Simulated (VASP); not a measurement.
InGa3AsP:

```
In Ga P As
1.0
     5.84963    0.00000    0.00000
    -2.92481    5.06593    0.00000
     0.00000    0.00000    4.38787
In Ga P As
1 3 1 1
Direct
  0.33333 0.66667 0.00000
  0.50051 0.00102 0.50000
  0.99898 0.49949 0.50000
  0.50051 0.49949 0.50000
  0.66667 0.33333 0.00000
  0.00000 0.00000 0.00000
```

The cell was generated, and may not be a known phase.

| Item | Value |
| --- | --- |
| Program | VASP 6.6.1 |
| Task | relaxation of cell and atoms |
| Functional | PBE |
| Potentials or basis | VASP PAW PBE potentials, release 64 (In_d, Ga_d, P, As) |
| Cutoff | 600 eV |
| k mesh | 3 × 3 × 4 |
| Occupations | gaussian, width 0.1 eV |
| Spin | no spin polarisation |

At the start: pressure -0.2 GPa; volume 21.67 Å³/atom.

**Question.** Where does the relaxation end?

**Answer.** Over 12 steps the energy falls by 67.2 meV/atom and the volume is 21.14 Å³/atom (-2.4 %); space group P-6m2 (No. 187, to 0.1 Å) before and after.

Step by step:
```csv
step,energy change (eV),largest force (eV/Å),pressure (GPa),volume (Å³)
1,0.0000,0.4874,-0.25,130.03
2,-0.0323,0.2366,-0.14,129.40
3,-0.0491,0.1202,0.25,128.36
4,-0.0825,0.0507,0.07,128.85
5,-0.2491,0.0521,-0.91,130.11
6,-0.3069,0.8737,-1.18,131.67
7,-0.3288,0.4620,-1.31,131.20
8,-0.3425,0.5041,-1.13,130.72
9,-0.3606,0.6229,-0.52,129.20
10,-0.3615,0.5947,-0.70,129.59
11,-0.3794,0.4516,-0.53,128.90
12,-0.4029,0.0206,0.06,126.87
```

Final structure:
```yaml
crystal:
  lattice:
    - [5.37681, 0.00000, 0.00000]
    - [-2.68840, 4.65645, 0.00000]
    - [0.00000, 0.00000, 5.06717]
  atoms:
    - { symbol: In, position: [0.33333, 0.66667, 0.00000] }
    - { symbol: Ga, position: [0.50431, 0.00862, 0.50000] }
    - { symbol: Ga, position: [0.99138, 0.49569, 0.50000] }
    - { symbol: Ga, position: [0.50431, 0.49569, 0.50000] }
    - { symbol: P, position: [0.66667, 0.33333, 0.00000] }
    - { symbol: As, position: [0.00000, 0.00000, 0.00000] }
```

Caveat: the k points lie up to 0.45 Å⁻¹ apart in the final cell, too coarse for converged energies and pressures of a metal; a cell axis changed by over 15 % at a fixed basis, so the end point is rough.
